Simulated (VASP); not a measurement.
Wanted: the native input for a VASP 6.6.1 run.

| Property | Result |
| --- | --- |
| Task | relaxation of cell and atoms |
| Functional | SVWN5 |
| Potentials or basis | VASP PAW PBE potentials, release 64 (Ag) |
| Cutoff | 600 eV |
| k mesh | 11 × 11 × 11 |
| Occupations | fermi-dirac, width 0.05 eV |
| Spin | no spin polarisation |
| Dipole correction | no |
| Further INCAR settings | ALGO = Fast; EDIFF = 1e-07; IBRION = 2; EDIFFG = -0.01; NSW = 60; ISIF = 3 |

The structure of Ag lies in POSCAR:

```
Ag
1.0
    0.0000000000      2.0427500000      2.0427500000
    2.0427500000      0.0000000000      2.0427500000
    2.0427500000      2.0427500000      0.0000000000
Ag
1
Direct
    0.0000000000      0.0000000000      0.0000000000
```

The input as run:

INCAR

```
PREC = Accurate ; ENCUT = 600
EDIFF = 1E-7 ; ISMEAR = -1
SIGMA = 0.05 ; LREAL = False
LASPH = True ; NELM = 80
ALGO = Fast ; ISIF = 3
LWAVE = False ; LCHARG = False
GGA = VW ; IBRION = 2
NSW = 60 ; EDIFFG = -0.01
```

KPOINTS

```
regular mesh
0
Gamma
  11 11 11
```

Potentials or basis: VASP PAW PBE potentials, release 64 (Ag).

Launch:

```sh
$ cat potpaw_PBE.64/Ag/POTCAR > POTCAR
$ mpirun -np 1 vasp_std > vasp.out
```

It gave:

- Relaxed volume: 15.94 Å³/atom
- Relaxed cell: a = 2.825 Å, b = 2.825 Å, c = 2.825 Å, α = 60.00°, β = 60.00°, γ = 60.00°
- Space group after relaxing (to 0.1 Å): Fm-3m (No. 225)
- Energy gained by relaxing: 29.9 meV/atom
- Ionic steps: 3
- Pressure after relaxing: -0.1 GPa
- Band gap on the k mesh: zero (an odd number of electrons rules out a gap without spin polarisation)

Caveat: the PAW data sets were made with another functional, which shifts forces and pressure a little.

Run time: 47 s on 1 thread of Intel Xeon 8259CL, on a shared host, peak memory 0.14 GiB.
